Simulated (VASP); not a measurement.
NiPt, 2 atoms in the cell. Symmetry: P4/mmm, No. 123, tetragonal system. Conventional cell: a = 2.710 Å, b = 2.710 Å, c = 3.578 Å, α = 90.00°, β = 90.00°, γ = 90.00°. Within 3.6 Å of Ni (site symmetry 4/mmm) lie 8 Pt at 2.62 Å and 6 Ni at 2.71 to 3.58 Å. Within 3.6 Å of Pt (site symmetry 4/mmm) lie 8 Ni at 2.62 Å and 6 Pt at 2.71 to 3.58 Å. 

| Property | Result |
| --- | --- |
| Program | VASP 6.6.1 |
| Task | single point |
| Functional | LDA |
| Potentials or basis | VASP PAW LDA potentials, release 64 (Ni, Pt) |
| Cutoff | 520 eV |
| k mesh | 11 × 11 × 8 |
| Occupations | fermi-dirac, width 0.1 eV |
| Spin | collinear spin, ferromagnetic start |
| Starting moments | [0.344, 0.176] μB |
| Fixed moment | 0.52 μB |
| Dipole correction | no |
| Further INCAR settings | ALGO = Normal; EDIFF = 1e-06; NBANDS = 21 |

Potentials or basis: VASP PAW LDA potentials, release 64 (Ni, Pt).

Command:

```sh
$ cat potpaw_LDA.64/Ni/POTCAR potpaw_LDA.64/Pt/POTCAR > POTCAR
$ mpirun -np 1 vasp_std > vasp.out
```

Hardware: 1 thread of Intel(R) Xeon(R) 6975P-C (Granite Rapids), on a shared host.

Task: Estimate the wall time of this run.

Result: Wall time 39 s on 1 thread of Intel(R) Xeon(R) 6975P-C (Granite Rapids) (shared host), peak memory 0.19 GiB. Counts: scf iterations 14, k points 105.
